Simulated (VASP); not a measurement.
# InGa5As6 (P-4m2) in VASP: further runs

The runs below take InGa5As6 through single point, with PBE.

Program: VASP 6.6.1. These are calculated values, not measurements. Logs are shortened: lines on timing, memory, paths and dates and some standing lists are left out, and cuts for length are marked.

### Step 1. The cell of the first run

The structure is tetragonal, space group P-4m2 (No. 115). Conventional cell: a = 4.110 Å, b = 4.110 Å, c = 17.512 Å, α = 90.00°, β = 90.00°, γ = 90.00°. Within 3.5 Å of In (site symmetry -4m2) lie 4 As at 2.64 Å. Ga (site symmetry -4m2) has 4 As at 2.50 Å within 3.3 Å. Ga (site symmetry 2mm) has 4 As at 2.50 Å within 3.3 Å. Within 3.3 Å of Ga (site symmetry 2mm) lie 4 As at 2.49 to 2.50 Å. Within 3.3 Å of As (site symmetry 2mm) lie 4 Ga at 2.50 Å. Within 3.3 Å of As (site symmetry 2mm) lie 2 Ga at 2.49 Å and 2 In at 2.64 Å. As (site symmetry 2mm) has 4 Ga at 2.50 Å within 3.3 Å.

### Step 2. Single point, PBE

Contents of INCAR:

```
SYSTEM = InGa5As6
PREC = Accurate ; ENCUT = 520
EDIFF = 1E-7 ; ISMEAR = 0
SIGMA = 0.1 ; LREAL = .FALSE.
LASPH = .TRUE. ; NELM = 100
ALGO = Normal ; ISIF = 2
LWAVE = .FALSE. ; LCHARG = .FALSE.
GGA = PE ; NBANDS = 66
```

Contents of KPOINTS:

```
Automatic mesh
0
G
  4 4 1
  0 0 0
```

Contents of POSCAR:

```
InGa5As6
1.0
    4.1097933000      0.0000000000      0.0000000000
    0.0000000000      4.1097933000      0.0000000000
    0.0000000000      0.0000000000     17.5117382000
In Ga As
1 5 6
Direct
    0.5000000000      0.5000000000      0.5000000000
    0.0000000000      0.0000000000      0.0000000000
    0.5000000000      0.5000000000      0.1624480000
    0.0000000000      0.0000000000      0.3249870000
    0.0000000000      0.0000000000      0.6750130000
    0.5000000000      0.5000000000      0.8375520000
    0.5000000000      0.0000000000      0.2436620000
    0.0000000000      0.5000000000      0.4055600000
    0.5000000000      0.0000000000      0.5944400000
    0.0000000000      0.5000000000      0.7563380000
    0.5000000000      0.0000000000      0.9187870000
    0.0000000000      0.5000000000      0.0812130000
```

Potentials or basis: VASP PAW PBE potentials, release 64 (In_d, Ga_d, As).

The run is started by

```console
$ cat potpaw_PBE.64/In_d/POTCAR potpaw_PBE.64/Ga_d/POTCAR potpaw_PBE.64/As/POTCAR > POTCAR
$ mpirun -np 1 vasp_std > vasp.out
```

OUTCAR:

```text
SYSTEM = InGa5As6
   PREC = Accurate
   ENCUT = 520
   EDIFF = 1E-7
   ISMEAR = 0
   LREAL = .FALSE.
   LASPH = .TRUE.
   NELM = 100
   ISIF = 2
   GGA = PE

 ion  position               nearest neighbor table
   1  0.500  0.500  0.500-   8 2.64   9 2.64   9 2.64   8 2.64
   2  0.000  0.000  0.000-  11 2.50  12 2.50  12 2.50  11 2.50
   3  0.500  0.500  0.162-   7 2.50   7 2.50  12 2.50  12 2.50
   4  0.000  0.000  0.325-   8 2.49   8 2.49   7 2.50   7 2.50
   5  0.000  0.000  0.675-   9 2.49   9 2.49  10 2.50  10 2.50
   6  0.500  0.500  0.838-  10 2.50  10 2.50  11 2.50  11 2.50
   7  0.500  0.000  0.244-   3 2.50   3 2.50   4 2.50   4 2.50
   8  0.000  0.500  0.406-   4 2.49   4 2.49   1 2.64   1 2.64
   9  0.500  0.000  0.594-   5 2.49   5 2.49   1 2.64   1 2.64
  10  0.000  0.500  0.756-   6 2.50   6 2.50   5 2.50   5 2.50
  11  0.500  0.000  0.919-   2 2.50   2 2.50   6 2.50   6 2.50
  12  0.000  0.500  0.081-   2 2.50   2 2.50   3 2.50   3 2.50

  LATTYP: Found a simple tetragonal cell.
 ALAT       =     4.1097933000
 C/A-ratio  =     4.2609778453

  Lattice vectors:

 A1 = (   4.1097933000,   0.0000000000,   0.0000000000)
 A2 = (   0.0000000000,   4.1097933000,   0.0000000000)
 A3 = (   0.0000000000,   0.0000000000,  17.5117382000)

Analysis of symmetry for initial positions (statically):
=====================================================================
 Subroutine PRICEL returns:
 Original cell was already a primitive cell.

 Routine SETGRP: Setting up the symmetry group for a
 simple tetragonal supercell.

 Subroutine GETGRP returns: Found  8 space group operations
 (whereof  8 operations were pure point group operations)
 out of a pool of 16 trial point group operations.

The static configuration has the point symmetry D_2d.

Analysis of symmetry for dynamics (positions and initial velocities):
=====================================================================
 Subroutine PRICEL returns:
 Original cell was already a primitive cell.

 Routine SETGRP: Setting up the symmetry group for a
 simple tetragonal supercell.

 Subroutine GETGRP returns: Found  8 space group operations
 (whereof  8 operations were pure point group operations)
 out of a pool of 16 trial point group operations.

The dynamic configuration has the point symmetry D_2d.

 Subroutine INISYM returns: Found  8 space group operations
 (whereof  8 operations are pure point group operations),
 and found     1 'primitive' translations

----------------------------------------------------------------------------------------

                                     Primitive cell

  volume of cell :     295.7803

  direct lattice vectors                    reciprocal lattice vectors
     4.109793300  0.000000000  0.000000000     0.243321240  0.000000000  0.000000000
     0.000000000  4.109793300  0.000000000     0.000000000  0.243321240  0.000000000
     0.000000000  0.000000000 17.511738200     0.000000000  0.000000000  0.057104554

  length of vectors
     4.109793300  4.109793300 17.511738200     0.243321240  0.243321240  0.057104554

  position of ions in fractional coordinates (direct lattice)
     0.500000000  0.500000000  0.500000000
     0.000000000  0.000000000  0.000000000
     0.500000000  0.500000000  0.162448000
     0.000000000  0.000000000  0.324987000
     0.000000000  0.000000000  0.675013000
     0.500000000  0.500000000  0.837552000
     0.500000000  0.000000000  0.243662000
     0.000000000  0.500000000  0.405560000
     0.500000000  0.000000000  0.594440000
     0.000000000  0.500000000  0.756338000
     0.500000000  0.000000000  0.918787000
     0.000000000  0.500000000  0.081213000

  ion indices of the primitive-cell ions
   primitive index   ion index
                 1           1
                 2           2
                 3           3
                 4           4
                 5           5
                 6           6
                 7           7
                 8           8
                 9           9
                10          10
                11          11
                12          12

----------------------------------------------------------------------------------------

 KPOINTS: Automatic mesh

Automatic generation of k-mesh.
 Grid dimensions read from file:
 generate k-points for:    4    4    1

 Generating k-lattice:

  Cartesian coordinates                     Fractional coordinates (reciprocal lattice)
     0.060830310  0.000000000  0.000000000     0.250000000  0.000000000  0.000000000
     0.000000000  0.060830310  0.000000000     0.000000000  0.250000000  0.000000000
     0.000000000  0.000000000  0.057104554     0.000000000  0.000000000  1.000000000

  Length of vectors
     0.060830310  0.060830310  0.057104554

  Shift w.r.t. Gamma in fractional coordinates (k-lattice)
     0.000000000  0.000000000  0.000000000

 Subroutine IBZKPT returns following result:
 ===========================================

[... 59 lines left out ...]
 non-spin polarized calculation
 Gauss-broadening in eV      SIGMA  =   0.10
  energy-cutoff  :      520.00
  volume of cell :      295.78
 maximum number of plane-waves:      7991
 NGX is ok and might be reduce to    32
   NGX = 15   NGY = 15   NGZ = 65

 number of electron     108.0000011 magnetization

 Free energy of the ion-electron system (eV)
  ---------------------------------------------------
  ext. energy  EPLUGINS =         0.00000000
  ---------------------------------------------------
  free energy    TOTEN  =       -48.63304603 eV

  energy without entropy =      -48.62314911  energy(sigma->0) =      -48.62809757

 E-fermi :   3.6478     XC(G=0):  -9.2655

 val. band max:        3.6301319097   @ k =   0.0000   0.0000   0.0000
 cond. band min:       4.8635054987   @ k =   0.2500   0.0000   0.0000
 fundamental gap:      1.2333735890
 Fermi energy:         3.6478463604

 k-point     1 :       0.0000    0.0000    0.0000
  band No.  band energies     occupation
      1     -11.2156      2.00000
      2     -11.2072      2.00000
      3     -11.1869      2.00000
      4     -11.1584      2.00000
      5     -11.1397      2.00000
      6     -11.1397      2.00000
[... 58 lines left out ...]
     65       6.5647      0.00000
     66       7.3404      0.00000

 k-point     2 :       0.2500    0.0000    0.0000
  band No.  band energies     occupation
      1     -11.2076      2.00000
      2     -11.2028      2.00000
      3     -11.1872      2.00000
      4     -11.1701      2.00000
      5     -11.1617      2.00000
      6     -11.1536      2.00000
[... 58 lines left out ...]
     65       7.9223      0.00000
     66       8.0825      0.00000

 k-point     3 :       0.5000    0.0000    0.0000
  band No.  band energies     occupation
      1     -11.2013      2.00000
      2     -11.1968      2.00000
      3     -11.1895      2.00000
      4     -11.1894      2.00000
      5     -11.1881      2.00000
      6     -11.1630      2.00000
[... 58 lines left out ...]
     65       8.3098      0.00000
     66       8.3197      0.00000

 k-point     4 :       0.2500    0.2500    0.0000
  band No.  band energies     occupation
      1     -11.2085      2.00000
      2     -11.2053      2.00000
      3     -11.1930      2.00000
      4     -11.1832      2.00000
      5     -11.1742      2.00000
      6     -11.1739      2.00000
[... 58 lines left out ...]
     65       8.6173      0.00000
     66       8.6873      0.00000

 k-point     5 :       0.5000    0.2500    0.0000
  band No.  band energies     occupation
      1     -11.2124      2.00000
      2     -11.2105      2.00000
      3     -11.2021      2.00000
      4     -11.2019      2.00000
      5     -11.1904      2.00000
      6     -11.1774      2.00000
[... 58 lines left out ...]
     65       8.2339      0.00000
     66       8.2975      0.00000

 k-point     6 :       0.5000    0.5000    0.0000
  band No.  band energies     occupation
      1     -11.2240      2.00000
      2     -11.2240      2.00000
      3     -11.2141      2.00000
      4     -11.2141      2.00000
      5     -11.1924      2.00000
      6     -11.1924      2.00000
[... 58 lines left out ...]
     65       7.0049      0.00000
     66       7.0271      0.00000

------------------------ aborting loop because EDIFF is reached ----------------------------------------

  FORCE on cell =-STRESS in cart. coord.  units (eV):
  Direction    XX          YY          ZZ          XY          YZ          ZX
  --------------------------------------------------------------------------------------
  -------------------------------------------------------------------------------------
  Total        1.4817311      1.4817311     -0.2012653      0.0000000      0.0000000      0.0000000
  in kB        8.0262145      8.0262145     -1.0902103      0.0000000      0.0000000      0.0000000
  external PRESSURE =       4.9874062 kB  Pullay stress =       0.0000000 kB

 VOLUME and BASIS-vectors are now :
 -----------------------------------------------------------------------------
  energy-cutoff  :      520.00
  volume of cell :      295.78
      direct lattice vectors                 reciprocal lattice vectors
     4.109793300  0.000000000  0.000000000     0.243321240  0.000000000  0.000000000
     0.000000000  4.109793300  0.000000000     0.000000000  0.243321240  0.000000000
     0.000000000  0.000000000 17.511738200     0.000000000  0.000000000  0.057104554

 POSITION                                       TOTAL-FORCE (eV/Angst)
 -----------------------------------------------------------------------------------
      2.05490      2.05490      8.75587         0.000000     -0.000000     -0.000000
      0.00000      0.00000      0.00000        -0.000000      0.000000     -0.000000
      2.05490      2.05490      2.84475        -0.000000     -0.000000     -0.002228
      0.00000      0.00000      5.69109        -0.000000      0.000000      0.014244
      0.00000      0.00000     11.82065        -0.000000      0.000000     -0.014244
      2.05490      2.05490     14.66699        -0.000000      0.000000      0.002228
      2.05490      0.00000      4.26695        -0.000000      0.000000     -0.002389
      0.00000      2.05490      7.10206        -0.000000      0.000000     -0.028075
      2.05490      0.00000     10.40968        -0.000000      0.000000      0.028075
      0.00000      2.05490     13.24479        -0.000000      0.000000      0.002389
      2.05490      0.00000     16.08956        -0.000000      0.000000      0.001793
      0.00000      2.05490      1.42218        -0.000000      0.000000     -0.001793
 -----------------------------------------------------------------------------------
    total drift:                                0.000000     -0.000000      0.000000

  FREE ENERGIE OF THE ION-ELECTRON SYSTEM (eV)
  ---------------------------------------------------
  free  energy   TOTEN  =       -48.6330460284 eV

  energy  without entropy=      -48.6231491124  energy(sigma->0) =      -48.62809757
```

Run time: 6.2 min. Hardware: 1 thread of Intel Xeon 8259CL, shared host; peak memory 0.42 GiB.

What came out:

```
Free energy            : -48.6330 eV
Pressure               : 0.5 GPa
Largest force          : 0.028 eV/Å
Band gap on the k mesh : zero (filled and empty bands touch)
```

Forces on the atoms (eV/Å):
```
In   0.000  0.000  0.000
Ga   0.000  0.000  0.000
Ga   0.000  0.000 -0.002
Ga   0.000  0.000  0.014
Ga   0.000  0.000 -0.014
Ga   0.000  0.000  0.002
As   0.000  0.000 -0.002
As   0.000  0.000 -0.028
As   0.000  0.000  0.028
As   0.000  0.000  0.002
As   0.000  0.000  0.002
As   0.000  0.000 -0.002
```

Stress tensor (GPa, compression positive):
```
 0.80  0.00  0.00
 0.00  0.80  0.00
 0.00  0.00 -0.11
```

Caveat: the k points lie up to 0.38 Å⁻¹ apart; semilocal functionals underestimate gaps, so a narrow gap can read as zero; spin-orbit coupling is left out, which moves the levels of the heavy elements.

### Step 3. Single point, PBE

Contents of INCAR:

```
SYSTEM = InGa5As6
PREC     = Accurate       ! precision mode
ENCUT    = 520            ! plane-wave cutoff, eV
EDIFF    = 1E-7           ! SCF threshold, eV
ISMEAR   = 0              ! smearing method
SIGMA    = 0.2            ! smearing width, eV
LREAL    = .FALSE.        ! projectors in reciprocal space
LASPH    = .TRUE.         ! aspherical terms in the spheres
NELM     = 80             ! most SCF steps
ALGO     = Normal         ! electronic algorithm
ISIF     = 2              ! what is computed and relaxed
LWAVE    = .FALSE.        ! write WAVECAR
LCHARG   = .TRUE.         ! write CHGCAR
GGA      = PE             ! functional
LELF     = .TRUE.         ! ELF
LVHAR    = .TRUE.       
NBANDS   = 66             ! bands
```

Contents of KPOINTS:

```
regular mesh
0
G
  6 6 2
  0 0 0
```

POSCAR is that of step 2.

Potentials or basis: VASP PAW PBE potentials, release 64 (In_d, Ga_d, As).

The run is started by

```console
$ cat potpaw_PBE.64/In_d/POTCAR potpaw_PBE.64/Ga_d/POTCAR potpaw_PBE.64/As/POTCAR > POTCAR
$ mpirun -np 1 vasp_std > vasp.out
```

It took 16 min on 1 thread of Intel Xeon 8259CL, shared host; peak memory 0.58 GiB.

It converged, with:

```yaml
Free_energy: -48.9260 eV
Pressure: 0.2 GPa
Largest_force: 0.013 eV/Å
Band_gap_on_the_k_mesh: zero (filled and empty bands touch)
```

Forces in eV/Å, atoms in the order of the input:
```
In   0.000  0.000  0.000
Ga   0.000  0.000  0.000
Ga   0.000  0.000 -0.002
Ga   0.000  0.000  0.009
Ga   0.000  0.000 -0.009
Ga   0.000  0.000  0.002
As   0.000  0.000 -0.001
As   0.000  0.000  0.013
As   0.000  0.000 -0.013
As   0.000  0.000  0.001
As   0.000  0.000  0.000
As   0.000  0.000  0.000
```

Stress tensor (GPa, compression positive):
```
0.23 0.00 0.00
0.00 0.23 0.00
0.00 0.00 0.06
```

Levels at points of the mesh, in eV from the Fermi level:
| k point | band 52 | band 53 | band 54 | band 55 | band 56 | band 57 |
| --- | --- | --- | --- | --- | --- | --- |
| (0.00, 0.00, 0.00) | -0.19 | -0.17 | -0.11 | -0.11 | 1.33 | 1.36 |
| (0.50, 0.00, 0.00) | -1.31 | -1.29 | -0.68 | 1.19 | 1.21 | 1.26 |
| (0.50, 0.50, 0.00) | -2.58 | -2.58 | -2.52 | 1.41 | 1.41 | 1.52 |
| (0.00, 0.00, 0.50) | -0.50 | -0.31 | -0.31 | 1.10 | 1.16 | 1.33 |
| (0.50, 0.00, 0.50) | -1.20 | -1.19 | -0.68 | 0.61 | 0.73 | 1.94 |
| (0.50, 0.50, 0.50) | -2.73 | -2.73 | -2.70 | 1.85 | 1.85 | 1.93 |

Caveat: semilocal functionals underestimate gaps, so a narrow gap can read as zero; spin-orbit coupling is left out, which moves the levels of the heavy elements.

### Step 4. Single point, PBE

Contents of INCAR:

```
ALGO = Normal ; EDIFF = 1E-6
ENCUT = 500 ; GGA = PE
GGA_COMPAT = F ; ISIF = 2
ISMEAR = -1 ; LASPH = T
LCHARG = T ; LELF = T
LREAL = F ; LVHAR = T
LWAVE = F ; NBANDS = 66
NELM = 120 ; PREC = Accurate
SIGMA = 0.15
```

Contents of KPOINTS:

```
k-points
0
Gamma
  10 10 2
```

Contents of POSCAR:

```
InGa5As6
1.0
    4.1100679728      0.0000000000      0.0000000000
    0.0000000000      4.1100679728      0.0000000000
    0.0000000000      0.0000000000     17.5134559280
In Ga As
1 5 6
Direct
    0.5000000000      0.5000000000      0.5000000000
    0.0000000000      0.0000000000      0.0000000000
    0.5000000000      0.5000000000      0.1624802103
    0.0000000000      0.0000000000      0.3251062003
    0.0000000000      0.0000000000      0.6748937997
    0.5000000000      0.5000000000      0.8375197897
    0.5000000000      0.0000000000      0.2437303406
    0.0000000000      0.5000000000      0.4056588861
    0.5000000000      0.0000000000      0.5943411139
    0.0000000000      0.5000000000      0.7562696594
    0.5000000000      0.0000000000      0.9187715581
    0.0000000000      0.5000000000      0.0812284419
```

The run is started by

```console
$ cat potpaw_PBE.64/In_d/POTCAR potpaw_PBE.64/Ga_d/POTCAR potpaw_PBE.64/As/POTCAR > POTCAR
$ mpirun -np 1 vasp_std > vasp.out
```

Run time: 8 min. Hardware: 1 thread of AMD EPYC 9R45 (Zen 5), shared host; peak memory 0.72 GiB.

Results (log left out):

| Quantity | Value |
| --- | --- |
| Free energy | -48.9769 eV |
| Pressure | 0.2 GPa |
| Largest force | 0.008 eV/Å |
| Band gap on the k mesh | zero (filled and empty bands touch) |

Forces in eV/Å, atoms in the order of the input:
```
In   0.000  0.000  0.000
Ga   0.000  0.000  0.000
Ga   0.000  0.000  0.000
Ga   0.000  0.000 -0.001
Ga   0.000  0.000  0.001
Ga   0.000  0.000  0.000
As   0.000  0.000  0.000
As   0.000  0.000  0.008
As   0.000  0.000 -0.008
As   0.000  0.000  0.000
As   0.000  0.000  0.000
As   0.000  0.000  0.000
```

Levels at points of the mesh, in eV from the Fermi level:
| k point | band 50 | band 51 | band 52 | band 53 | band 54 | band 55 | band 56 | band 57 | band 58 | band 59 |
| --- | --- | --- | --- | --- | --- | --- | --- | --- | --- | --- |
| (0.00, 0.00, 0.00) | -1.17 | -1.17 | -0.45 | -0.43 | -0.36 | -0.36 | 1.08 | 1.11 | 1.30 | 1.38 |
| (0.50, 0.00, 0.00) | -1.60 | -1.57 | -1.56 | -1.55 | -0.93 | 0.93 | 0.96 | 1.01 | 1.18 | 2.02 |
| (0.50, 0.50, 0.00) | -3.26 | -2.89 | -2.84 | -2.84 | -2.77 | 1.16 | 1.16 | 1.26 | 1.40 | 2.79 |
| (0.00, 0.00, 0.50) | -1.79 | -0.76 | -0.76 | -0.57 | -0.57 | 0.84 | 0.91 | 1.08 | 1.10 | 1.48 |
| (0.50, 0.00, 0.50) | -1.56 | -1.54 | -1.45 | -1.44 | -0.93 | 0.35 | 0.47 | 1.69 | 1.79 | 1.80 |
| (0.50, 0.50, 0.50) | -3.04 | -3.02 | -2.98 | -2.98 | -2.96 | 1.60 | 1.60 | 1.67 | 1.67 | 1.69 |

Caveat: semilocal functionals underestimate gaps, so a narrow gap can read as zero; spin-orbit coupling is left out, which moves the levels of the heavy elements.

### Step 5. Overview

```csv
cell,k mesh,cutoff (eV),smearing,gap on the mesh (eV),pressure (GPa),largest force (eV/Å)
"a = 4.110, b = 4.110, c = 17.512 Å, 12 atoms",4 × 4 × 1,520,gaussian 0.1 eV,none,0.5,0.03
"a = 4.110, b = 4.110, c = 17.512 Å, 12 atoms",6 × 6 × 2,520,gaussian 0.2 eV,none,0.2,0.01
"a = 4.110, b = 4.110, c = 17.513 Å, 12 atoms",10 × 10 × 2,500,fermi-dirac 0.15 eV,none,0.2,0.01
```

Alike in all rows: task single point; level PBE; potentials or basis VASP PAW PBE potentials, release 64 (In_d, Ga_d, As); no spin polarisation.

Caveats: some runs use coarse meshes; semilocal functionals underestimate gaps, so a narrow gap can read as zero; spin-orbit coupling is left out, which moves the levels of the heavy elements.

Absolute energies hang on the potentials; compare differences alone.
